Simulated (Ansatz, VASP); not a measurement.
Si in VASP and in Ansatz

The input INCAR:

```
SYSTEM = Si
PREC = Accurate
ENCUT = 520
EDIFF = 1E-6
ISMEAR = 0
SIGMA = 0.020999999999999998
LREAL = .FALSE.
LASPH = .TRUE.
NELM = 80
ALGO = Normal
ISIF = 2
LWAVE = .FALSE.
LCHARG = .FALSE.
GGA = PE
NBANDS = 11
```

KPOINTS

```
Automatic mesh
0
G
  8 8 10
  0 0 0
```

Contents of POSCAR:

```
Si
1.0
    4.1209500000      0.0000000000      0.0000000000
   -2.0604700000      3.5688500000      0.0000000000
    0.0000000000      0.0000000000      2.6547900000
Si
2
Direct
    0.3333300000      0.6666700000      0.5000000000
    0.6666700000      0.3333300000      0.5000000000
```

input.yaml

```yaml
crystal:
  lattice:
    - [4.12095, 0.0, 0.0]
    - [-2.06047, 3.56885, 0.0]
    - [0.0, 0.0, 2.65479]
  atoms:
    - { symbol: Si, position: [0.33333, 0.66667, 0.5] }
    - { symbol: Si, position: [0.66667, 0.33333, 0.5] }
hamiltonian:
  xc: pbe
  pseudopotentials: { kind: paw }
kpoints:
  mp_grid: { grid: [8, 8, 10] }
scf:
  occupations: { method: gaussian, width: 0.021 }
output:
  forces: true
  stress: true
  eigenvalues: true
  write_density: true
  write_potential: true
  elf: true
  volumetric_format: npy
```

Alike in both runs: task single point; functional PBE; k mesh 8 × 8 × 10; occupations gaussian, width 0.021 eV; no spin polarisation.

|  | VASP | Ansatz |
| --- | --- | --- |
| version | VASP 6.6.1 | Ansatz 0.2.0 |
| potentials or method | VASP PAW PBE potentials, release 64 (Si) | Ansatz PAW |
| plane-wave cutoff (eV) | 520 | 420 |
| valence electrons in the cell | 8 | 8 |

VASP gave:

* gap on the k mesh at the Fermi level (eV): none
* pressure (GPa): 0.0
* traceless stress, the component that is largest in VASP (GPa): -0.49

Question: Estimate Ansatz's values.

Answer: gap on the k mesh at the Fermi level (eV): none; pressure (GPa): 0.0; traceless stress, the component that is largest in VASP (GPa): -0.52.

A gap of «none» marks a metal or a gap that the smearing closes.
